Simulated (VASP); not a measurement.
The system is LiW.

```
W Li
1.0
     3.33500    0.00000    0.00000
     0.00000    3.33500    0.00000
     0.00000    0.00000    3.33500
W Li
1 1
Direct
  0.00000 0.00000 0.00000
  0.50000 0.50000 0.50000
```

| Item | Value |
| --- | --- |
| Program | VASP 6.6.1 |
| Task | relaxation of cell and atoms |
| Functional | PBE |
| Potentials or basis | VASP PAW PBE potentials, release 64 (W_sv, Li_sv) |
| Cutoff | 600 eV |
| k mesh | 12 × 12 × 12 |
| Occupations | fermi-dirac, width 0.1 eV |
| Spin | no spin polarisation |

At the start: pressure -22.2 GPa; volume 18.55 Å³/atom.

Question: Where does the relaxation end?

Answer: Over 15 steps the energy falls by 489.0 meV/atom and the volume is 13.31 Å³/atom (-28.2 %); space group Pm-3m (No. 221, to 0.1 Å) before and after.

The path:
```
step  energy change (eV)  largest force (eV/Å)  pressure (GPa)  volume (Å³)
   1              0.0000                0.0000          -22.16        37.09
   2             -0.9280                0.0000           10.17        24.96
   3             -0.9781                0.0000            0.12        26.60
   4             -0.9776                0.0000           -0.80        26.79
   5             -0.9777                0.0000           -0.84        26.78
   6             -0.9778                0.0000           -0.75        26.76
   7             -0.9778                0.0000           -0.71        26.76
   8             -0.9778                0.0000           -0.73        26.76
   9             -0.9778                0.0000           -0.74        26.76
  10             -0.9778                0.0000           -0.70        26.75
  11             -0.9778                0.0000           -0.67        26.75
  12             -0.9779                0.0000           -0.60        26.73
  13             -0.9780                0.0000           -0.48        26.71
  14             -0.9781                0.0000           -0.14        26.65
  15             -0.9781                0.0000           -0.06        26.63
```

Final structure:
```
W Li
1.0
     2.98610    0.00000    0.00000
     0.00000    2.98610    0.00000
     0.00000    0.00000    2.98610
W Li
1 1
Direct
  0.00000 0.00000 0.00000
  0.50000 0.50000 0.50000
```

Caveat: the cutoff is under 1.25 times the usual one of these potentials, so pressure, stress and relaxed cells hold a basis-set (Pulay) error; the volume moved by over 15 % at a fixed basis, so the end points are rough.
